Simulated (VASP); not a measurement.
Here is a VASP 6.6.1 calculation.

File INCAR:

```
SYSTEM = Ti
  PREC = Accurate
  ENCUT = 520
  EDIFF = 1E-6
  ISMEAR = 0
  SIGMA = 0.1
  LREAL = .FALSE.
  LASPH = .TRUE.
  NELM = 80
  ALGO = Normal
  ISIF = 2
  LWAVE = .FALSE.
  LCHARG = .TRUE.
  GGA = PE
  LELF = .TRUE.
  LVHAR = .TRUE.
  NBANDS = 19
```

Contents of KPOINTS:

```
regular mesh
0
G
  12 12 8
  0 0 0
```

The input POSCAR:

```
Ti
1.0
    2.9390512758      0.0000000000      0.0000000000
   -1.4695256379      2.5452930679      0.0000000000
    0.0000000000      0.0000000000      4.6493578831
Ti
2
Direct
    0.3333333333      0.6666666667      0.2500000000
    0.6666666667      0.3333333333      0.7500000000
```

Potentials or basis: VASP PAW PBE potentials, release 64 (Ti_sv).

The run is started by

```console
$ cat potpaw_PBE.64/Ti_sv/POTCAR > POTCAR
$ mpirun -np 1 vasp_std > vasp.out
```

(1) Predict the pressure.

(2) What does it give for the band gap on the k mesh?

## Answers

(1) -0.2 GPa.

(2) zero (band 12 reaches 9.09 eV, above the bottom of band 13 at 8.10 eV).
